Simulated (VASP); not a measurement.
# AlAs (lda) (F-43m) in VASP: notebook, part 2 of 2

VASP 6.6.1. The steps go on from the part before.

### 3 Single point, LDA

INCAR reads:

```
SYSTEM = AlAs
  ALGO = Normal
  EDIFF = 1E-6
  ENCUT = 500
  GGA_COMPAT = .False.
  ISIF = 2
  ISMEAR = 0
  LASPH = .True.
  LCHARG = .True.
  LELF = .True.
  LREAL = .False.
  LVHAR = .True.
  LWAVE = .False.
  NBANDS = 11
  NELM = 120
  PREC = Accurate
  SIGMA = 0.01
```

KPOINTS reads:

```
k-points
0
Gamma
  8 8 8
  0 0 0
```

POSCAR reads:

```
AlAs
1.0
    0.0000000000      2.8145443455      2.8145443455
    2.8145443455      0.0000000000      2.8145443455
    2.8145443455      2.8145443455      0.0000000000
Al As
1 1
Direct
    0.0000000000      0.0000000000      0.0000000000
    0.2500000000      0.2500000000      0.2500000000
```

Potentials or basis: VASP PAW LDA potentials, release 64 (Al, As).

On the command line:

```console
> cat potpaw_LDA.64/Al/POTCAR potpaw_LDA.64/As/POTCAR > POTCAR
> mpirun -np 1 vasp_std > vasp.out
```

OUTCAR:

```text
SYSTEM = AlAs
   EDIFF = 1E-6
   ENCUT = 500
   ISIF = 2
   ISMEAR = 0
   LASPH = .True.
   LREAL = .False.
   NELM = 120
   PREC = Accurate

 ion  position               nearest neighbor table
   1  0.000  0.000  0.000-   2 2.44   2 2.44   2 2.44   2 2.44
   2  0.250  0.250  0.250-   1 2.44   1 2.44   1 2.44   1 2.44

  LATTYP: Found a face centered cubic cell.
 ALAT       =     5.6290886910

  Lattice vectors:

 A1 = (   0.0000000000,   2.8145443455,   2.8145443455)
 A2 = (   2.8145443455,   0.0000000000,   2.8145443455)
 A3 = (   2.8145443455,   2.8145443455,   0.0000000000)

Analysis of symmetry for initial positions (statically):
=====================================================================
 Subroutine PRICEL returns:
 Original cell was already a primitive cell.

 Routine SETGRP: Setting up the symmetry group for a
 face centered cubic supercell.

 Subroutine GETGRP returns: Found 24 space group operations
 (whereof 24 operations were pure point group operations)
 out of a pool of 48 trial point group operations.

The static configuration has the point symmetry T_d .

Analysis of symmetry for dynamics (positions and initial velocities):
=====================================================================
 Subroutine PRICEL returns:
 Original cell was already a primitive cell.

 Routine SETGRP: Setting up the symmetry group for a
 face centered cubic supercell.

 Subroutine GETGRP returns: Found 24 space group operations
 (whereof 24 operations were pure point group operations)
 out of a pool of 48 trial point group operations.

The dynamic configuration has the point symmetry T_d .

 Subroutine INISYM returns: Found 24 space group operations
 (whereof 24 operations are pure point group operations),
 and found     1 'primitive' translations

----------------------------------------------------------------------------------------

                                     Primitive cell

  volume of cell :      44.5917

  direct lattice vectors                    reciprocal lattice vectors
     0.000000000  2.814544345  2.814544345    -0.177648649  0.177648649  0.177648649
     2.814544345  0.000000000  2.814544345     0.177648649 -0.177648649  0.177648649
     2.814544345  2.814544345  0.000000000     0.177648649  0.177648649 -0.177648649

  length of vectors
     3.980366785  3.980366785  3.980366785     0.307696486  0.307696486  0.307696486

  position of ions in fractional coordinates (direct lattice)
     0.000000000  0.000000000  0.000000000
     0.250000000  0.250000000  0.250000000

  ion indices of the primitive-cell ions
   primitive index   ion index
                 1           1
                 2           2

----------------------------------------------------------------------------------------

 KPOINTS: k-points

Automatic generation of k-mesh.
 Grid dimensions read from file:
 generate k-points for:    8    8    8

 Generating k-lattice:

  Cartesian coordinates                     Fractional coordinates (reciprocal lattice)
    -0.022206081  0.022206081  0.022206081     0.125000000  0.000000000  0.000000000
     0.022206081 -0.022206081  0.022206081     0.000000000  0.125000000  0.000000000
     0.022206081  0.022206081 -0.022206081     0.000000000  0.000000000  0.125000000

  Length of vectors
     0.038462061  0.038462061  0.038462061

  Shift w.r.t. Gamma in fractional coordinates (k-lattice)
     0.000000000  0.000000000  0.000000000

 Subroutine IBZKPT returns following result:
 ===========================================

 Found     29 irreducible k-points:

 Following reciprocal coordinates:
            Coordinates               Weight
  0.000000  0.000000  0.000000      1.000000
  0.125000  0.000000  0.000000      8.000000
  0.250000  0.000000  0.000000      8.000000
  0.375000  0.000000  0.000000      8.000000
  0.500000  0.000000  0.000000      4.000000
  0.125000  0.125000  0.000000      6.000000
[... 16 lines left out ...]
  0.500000  0.250000  0.125000     48.000000
 -0.375000  0.250000  0.125000     24.000000
 [... further k-points ...]
   k-points           NKPTS =     29   k-points in BZ     NKDIM =     29   number of bands    NBANDS=     11
   number of dos      NEDOS =    301   number of ions     NIONS =      2
   total plane-waves  NPLWV =  27000
   dimension x,y,z NGX =    30 NGY =   30 NGZ =   30
   dimension x,y,z NGXF=    60 NGYF=   60 NGZF=   60
   ions per type =               1   1
   NGX,Y,Z   is equivalent  to a cutoff of  12.53, 12.53, 12.53 a.u.
   NGXF,Y,Z  is equivalent  to a cutoff of  25.06, 25.06, 25.06 a.u.
 SYSTEM =  AlAs
   PREC   = accura    normal or accurate (medium, high low for compatibility)
   ISTART =      0    job   : 0-new  1-cont  2-samecut
   ICHARG =      2    charge: 1-file 2-atom 10-const
   ISPIN  =      1    spin polarized calculation?
   LNONCOLLINEAR =      F non collinear calculations
   LSORBIT =      F    spin-orbit coupling
   LASPH  =      T    aspherical Exc in radial PAW
   ENCUT  =  500.0 eV  36.75 Ry    6.06 a.u.   7.26  7.26  7.26*2*pi/ulx,y,z
   NELM   =    120;   NELMIN=  2; NELMDL= -5     # of ELM steps
   EDIFF  = 0.1E-05   stopping-criterion for ELM
   LREAL  =      F    real-space projection
   EDIFFG = 0.1E-04   stopping-criterion for IOM
   NSW    =      0    number of steps for IOM
   IBRION =     -1    ionic relax: 0-MD 1-quasi-New 2-CG
   NFREE  =      0    steps in history (QN), initial steepest desc. (CG)
   ISIF   =      2    stress and relaxation
   ISYM   =      2    0-nonsym 1-usesym 2-fastsym
   POTIM  = 0.5000    time-step for ionic-motion
   TEBEG  =    0.0;   TEEND  =   0.0 temperature during run
   PSTRESS=    0.0 pullay stress
   NELECT =       8.0000    total number of electrons
   NUPDOWN=      -1.0000    fix difference up-down
   EMIN   =  10.00;   EMAX   =-10.00  energy-range for DOS
   EFERMI =   0.00;   METHOD = LEGACY
   ISMEAR =     0;   SIGMA  =   0.01  broadening in eV -4-tet -1-fermi 0-gaus
   EFERMI_NEDOS =   21; number of points for ismear=-14 and -15
   IALGO  =     38    algorithm
   IMIX   =      4    mixing-type and parameters
     AMIX     =   0.40;   BMIX     =  1.00
     AMIX_MAG =   1.60;   BMIX_MAG =  1.00
  volume/ion in A,a.u.               =      22.30       150.46
  Fermi-wavevector in a.u.,A,eV,Ry     =   0.923322  1.744826 11.599298  0.852524
  Thomas-Fermi vector in A             =   2.048946
   LORBIT       =      0    0 simple, 1 ext, 2 COOP (PROOUT), +10 PAW based schemes
   GGA     = CA    functional components
   LHFCALC =     F    Hartree Fock is set to
   AEXX    =    0.0000 exact exchange contribution
   IVDW    =     0    specifies the selected vdW correction
   LEPSILON=     F    determine dielectric tensor
   LRPA    =     F    only Hartree local field effects (RPA)
 non-spin polarized calculation
 Gauss-broadening in eV      SIGMA  =   0.01
  energy-cutoff  :      500.00
  volume of cell :       44.59
 maximum number of plane-waves:      1158
 NGX is ok and might be reduce to    30
   NGX = 15   NGY = 15   NGZ = 15

 number of electron       8.0000001 magnetization

 Free energy of the ion-electron system (eV)
  ---------------------------------------------------
  ext. energy  EPLUGINS =         0.00000000
  ---------------------------------------------------
  free energy    TOTEN  =       -10.51394279 eV

  energy without entropy =      -10.51394279  energy(sigma->0) =      -10.51394279

 E-fermi :   4.0162     XC(G=0):  -9.3428

 val. band max:        3.9282832882   @ k =   0.0000   0.0000   0.0000
 cond. band min:       5.2381953636   @ k =   0.5000   0.5000   0.0000
 fundamental gap:      1.3099120754
 Fermi energy:         4.0161594885

 k-point     1 :       0.0000    0.0000    0.0000
  band No.  band energies     occupation
      1      -8.0608      2.00000
      2       3.9283      2.00000
      3       3.9283      2.00000
      4       3.9283      2.00000
      5       5.9453      0.00000
      6       8.2027      0.00000
      7       8.2027      0.00000
      8       8.2027      0.00000
      9      12.6495      0.00000
     10      12.9951      0.00000
     11      12.9951      0.00000
[... 309 lines left out ...]
 k-point    24 :      -0.3750    0.2500    0.1250
  band No.  band energies     occupation
      1      -6.3381      2.00000
      2      -1.4167      2.00000
      3       1.1736      2.00000
      4       2.3511      2.00000
      5       7.5550      0.00000
      6       8.1072      0.00000
      7      10.6120      0.00000
      8      11.5550      0.00000
      9      12.2642      0.00000
     10      14.9206      0.00000
     11      16.1985      0.00000

 [... further k-points ...]
[... 5 lines left out ...]
  --------------------------------------------------------------------------------------
  -------------------------------------------------------------------------------------
  Total        0.0980641      0.0980641      0.0980641      0.0000000      0.0000000     -0.0000000
  in kB        3.5234363      3.5234363      3.5234363      0.0000000      0.0000000     -0.0000000
  external PRESSURE =       3.5234363 kB  Pullay stress =       0.0000000 kB

 VOLUME and BASIS-vectors are now :
 -----------------------------------------------------------------------------
  energy-cutoff  :      500.00
  volume of cell :       44.59
      direct lattice vectors                 reciprocal lattice vectors
     0.000000000  2.814544345  2.814544345    -0.177648649  0.177648649  0.177648649
     2.814544345  0.000000000  2.814544345     0.177648649 -0.177648649  0.177648649
     2.814544345  2.814544345  0.000000000     0.177648649  0.177648649 -0.177648649

 POSITION                                       TOTAL-FORCE (eV/Angst)
 -----------------------------------------------------------------------------------
      0.00000      0.00000      0.00000        -0.000000     -0.000000     -0.000000
      1.40727      1.40727      1.40727         0.000000      0.000000      0.000000
 -----------------------------------------------------------------------------------
    total drift:                                0.000000      0.000000      0.000000

  FREE ENERGIE OF THE ION-ELECTRON SYSTEM (eV)
  ---------------------------------------------------
  free  energy   TOTEN  =       -10.5139427938 eV

  energy  without entropy=      -10.5139427938  energy(sigma->0) =      -10.51394279
```

OSZICAR:

```text
N       E                     dE             d eps       ncg     rms          rms(c)
DAV:   1     0.132418945913E+02    0.13242E+02   -0.30785E+03   638   0.544E+02
DAV:   2    -0.980143842194E+01   -0.23043E+02   -0.21479E+02   851   0.879E+01
DAV:   3    -0.108272919488E+02   -0.10259E+01   -0.10238E+01   807   0.184E+01
DAV:   4    -0.108358984712E+02   -0.86065E-02   -0.86050E-02   749   0.204E+00
DAV:   5    -0.108360121558E+02   -0.11368E-03   -0.11368E-03   812   0.221E-01    0.342E+00
DAV:   6    -0.105758242648E+02    0.26019E+00   -0.40930E-01   692   0.230E+00    0.193E+00
DAV:   7    -0.105174922113E+02    0.58332E-01   -0.18989E-01   744   0.166E+00    0.662E-01
DAV:   8    -0.105139726421E+02    0.35196E-02   -0.13337E-02   719   0.535E-01    0.906E-02
DAV:   9    -0.105139316049E+02    0.41037E-04   -0.76320E-04   739   0.139E-01    0.388E-02
DAV:  10    -0.105139406911E+02   -0.90863E-05   -0.30033E-05   713   0.287E-02    0.143E-02
DAV:  11    -0.105139433254E+02   -0.26342E-05   -0.66701E-06   746   0.121E-02    0.756E-03
DAV:  12    -0.105139427938E+02    0.53159E-06   -0.18864E-06   428   0.538E-03
   1 F= -.10513943E+02 E0= -.10513943E+02  d E =-.959313E-38
```

It took 22 s on 1 thread of AMD EPYC 7R13, shared host; peak memory 0.12 GiB.

Results:

```
Free energy            : -10.5139 eV
Pressure               : 0.4 GPa
Band gap on the k mesh : 1.31 eV, indirect (least direct gap 2.02 eV)
```

A k mesh can miss the band edges.

### 4 Single point, LDA

INCAR reads:

```
ALGO = Normal ; EDIFF = 1E-6
ENCUT = 500 ; GGA_COMPAT = F
ISIF = 2 ; ISMEAR = 0
LASPH = T ; LCHARG = F
LREAL = F ; LWAVE = F
NBANDS = 11 ; NELM = 120
PREC = Accurate ; SIGMA = 0.01
```

KPOINTS reads:

```
k-points
0
Gamma
  8 8 8
```

POSCAR is that of step 3.

Potentials or basis: VASP PAW LDA potentials, release 64 (Al, As).

On the command line:

```console
> cat potpaw_LDA.64/Al/POTCAR potpaw_LDA.64/As/POTCAR > POTCAR
> mpirun -np 1 vasp_std > vasp.out
```

OUTCAR:

```text
EDIFF = 1E-6
   ENCUT = 500
   ISIF = 2
   ISMEAR = 0
   LASPH = T
   LREAL = F
   NELM = 120
   PREC = Accurate

 ion  position               nearest neighbor table
   1  0.000  0.000  0.000-   2 2.44   2 2.44   2 2.44   2 2.44
   2  0.250  0.250  0.250-   1 2.44   1 2.44   1 2.44   1 2.44

  LATTYP: Found a face centered cubic cell.
 ALAT       =     5.6290886910

  Lattice vectors:

 A1 = (   0.0000000000,   2.8145443455,   2.8145443455)
 A2 = (   2.8145443455,   0.0000000000,   2.8145443455)
 A3 = (   2.8145443455,   2.8145443455,   0.0000000000)

Analysis of symmetry for initial positions (statically):
=====================================================================
 Subroutine PRICEL returns:
 Original cell was already a primitive cell.

 Routine SETGRP: Setting up the symmetry group for a
 face centered cubic supercell.

 Subroutine GETGRP returns: Found 24 space group operations
 (whereof 24 operations were pure point group operations)
 out of a pool of 48 trial point group operations.

The static configuration has the point symmetry T_d .

Analysis of symmetry for dynamics (positions and initial velocities):
[... 164 lines left out ...]
 fundamental gap:      1.3099120754
 Fermi energy:         4.0161594885

 k-point     1 :       0.0000    0.0000    0.0000
  band No.  band energies     occupation
      1      -8.0608      2.00000
      2       3.9283      2.00000
      3       3.9283      2.00000
      4       3.9283      2.00000
      5       5.9453      0.00000
      6       8.2027      0.00000
      7       8.2027      0.00000
      8       8.2027      0.00000
      9      12.6495      0.00000
     10      12.9951      0.00000
     11      12.9951      0.00000
[... 309 lines left out ...]
 k-point    24 :      -0.3750    0.2500    0.1250
  band No.  band energies     occupation
      1      -6.3381      2.00000
      2      -1.4167      2.00000
      3       1.1736      2.00000
      4       2.3511      2.00000
      5       7.5550      0.00000
      6       8.1072      0.00000
      7      10.6120      0.00000
      8      11.5550      0.00000
      9      12.2642      0.00000
     10      14.9206      0.00000
     11      16.1985      0.00000

 [... further k-points ...]
[... 5 lines left out ...]
  --------------------------------------------------------------------------------------
  -------------------------------------------------------------------------------------
  Total        0.0980641      0.0980641      0.0980641      0.0000000      0.0000000     -0.0000000
  in kB        3.5234363      3.5234363      3.5234363      0.0000000      0.0000000     -0.0000000
  external PRESSURE =       3.5234363 kB  Pullay stress =       0.0000000 kB

 VOLUME and BASIS-vectors are now :
 -----------------------------------------------------------------------------
  energy-cutoff  :      500.00
  volume of cell :       44.59
      direct lattice vectors                 reciprocal lattice vectors
     0.000000000  2.814544345  2.814544345    -0.177648649  0.177648649  0.177648649
     2.814544345  0.000000000  2.814544345     0.177648649 -0.177648649  0.177648649
     2.814544345  2.814544345  0.000000000     0.177648649  0.177648649 -0.177648649

 POSITION                                       TOTAL-FORCE (eV/Angst)
 -----------------------------------------------------------------------------------
      0.00000      0.00000      0.00000        -0.000000     -0.000000     -0.000000
      1.40727      1.40727      1.40727         0.000000      0.000000      0.000000
 -----------------------------------------------------------------------------------
    total drift:                                0.000000      0.000000      0.000000

  FREE ENERGIE OF THE ION-ELECTRON SYSTEM (eV)
  ---------------------------------------------------
  free  energy   TOTEN  =       -10.5139427938 eV

  energy  without entropy=      -10.5139427938  energy(sigma->0) =      -10.51394279
```

OSZICAR:

```text
N       E                     dE             d eps       ncg     rms          rms(c)
DAV:   1     0.132418945913E+02    0.13242E+02   -0.30785E+03   638   0.544E+02
DAV:   2    -0.980143842194E+01   -0.23043E+02   -0.21479E+02   851   0.879E+01
DAV:   3    -0.108272919488E+02   -0.10259E+01   -0.10238E+01   807   0.184E+01
DAV:   4    -0.108358984712E+02   -0.86065E-02   -0.86050E-02   749   0.204E+00
DAV:   5    -0.108360121558E+02   -0.11368E-03   -0.11368E-03   812   0.221E-01    0.342E+00
DAV:   6    -0.105758242648E+02    0.26019E+00   -0.40930E-01   692   0.230E+00    0.193E+00
DAV:   7    -0.105174922113E+02    0.58332E-01   -0.18989E-01   744   0.166E+00    0.662E-01
DAV:   8    -0.105139726421E+02    0.35196E-02   -0.13337E-02   719   0.535E-01    0.906E-02
DAV:   9    -0.105139316049E+02    0.41037E-04   -0.76320E-04   739   0.139E-01    0.388E-02
DAV:  10    -0.105139406911E+02   -0.90863E-05   -0.30033E-05   713   0.287E-02    0.143E-02
DAV:  11    -0.105139433254E+02   -0.26342E-05   -0.66701E-06   746   0.121E-02    0.756E-03
DAV:  12    -0.105139427938E+02    0.53159E-06   -0.18864E-06   428   0.538E-03
   1 F= -.10513943E+02 E0= -.10513943E+02  d E =-.959313E-38
```

stdout:

```text
POSCAR found type information on POSCAR AlAs
 POSCAR found :  2 types and       2 ions
 scaLAPACK will be used
 LDA part: xc-table for (Slater(with rela. corr.)+CA(PZ))
 , standard interpolation
 POSCAR, INCAR and KPOINTS ok, starting setup
 FFT: planning ... GRIDC
 FFT: planning ... GRID_SOFT
 FFT: planning ... GRID
 WAVECAR not read
 entering main loop
```

Run time: 22 s. Hardware: 1 thread of AMD EPYC 7R13, shared host; peak memory 0.12 GiB.

What came out:

* Free energy: -10.5139 eV
* Pressure: 0.4 GPa
* Band gap on the k mesh: 1.31 eV, indirect (least direct gap 2.02 eV)

Levels at points of the mesh, in eV from the valence-band top:
```csv
k point,band 1,band 2,band 3,band 4,band 5,band 6,band 7,band 8
"(0.00, 0.00, 0.00)",-11.99,0.00,0.00,0.00,2.02,4.27,4.27,4.27
"(0.50, 0.00, 0.00)",-10.53,-5.67,-0.84,-0.84,2.09,4.65,4.65,7.62
"(0.50, 0.50, 0.00)",-9.97,-5.51,-2.22,-2.22,1.31,2.20,10.33,10.33
```

A k mesh can miss the band edges. A hybrid or GW would open this gap; LDA tends to underestimate it.
